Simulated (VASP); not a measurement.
Set up this calculation in VASP 6.6.1, as the native input.

```
Task                   : single point
Functional             : PBE
Potentials or basis    : VASP PAW PBE potentials, release 64 (Ni)
Cutoff                 : 520 eV
k mesh                 : 22 × 22 × 22
Occupations            : gaussian, width 0.05 eV
Spin                   : collinear spin, ferromagnetic start
Starting moments       : [0.76] μB
Dipole correction      : no
Further INCAR settings : ALGO = Normal; EDIFF = 1e-06; NBANDS = 15
```

The structure of Ni lies in POSCAR:

```
Ni
1.0
    0.0000000000      1.7593096198      1.7593096198
    1.7593096198      0.0000000000      1.7593096198
    1.7593096198      1.7593096198      0.0000000000
Ni
1
Direct
    0.0000000000      0.0000000000      0.0000000000
```

The input as run:

INCAR

```
SYSTEM = Ni
PREC = Accurate
ENCUT = 520
EDIFF = 1E-6
ISMEAR = 0
SIGMA = 0.05
LREAL = .False.
LASPH = .True.
NELM = 150
ALGO = Normal
ISIF = 2
LWAVE = .False.
LCHARG = .True.
ISPIN = 2
MAGMOM = 0.76
LORBIT = 11
LMAXMIX = 4
GGA = PE
LELF = .True.
LVHAR = .True.
NBANDS = 15
```

KPOINTS

```
regular mesh
0
Gamma
  22 22 22
  0 0 0
```

Potentials or basis: VASP PAW PBE potentials, release 64 (Ni).

The run is started by

```console
$ cat potpaw_PBE.64/Ni/POTCAR > POTCAR
$ mpirun -np 1 vasp_std > vasp.out
```

It gave:

```json
{
 "Pressure": "0.0 GPa",
 "Net moment": "0.64 μB per cell",
 "Site moments": "Ni +0.66 μB",
 "Valence electrons inside the program's atomic spheres": "Ni 9.31"
}
```

It took 120 s on 1 thread of Intel Xeon 8259CL, with other jobs on the host, peak memory 0.2 GiB.
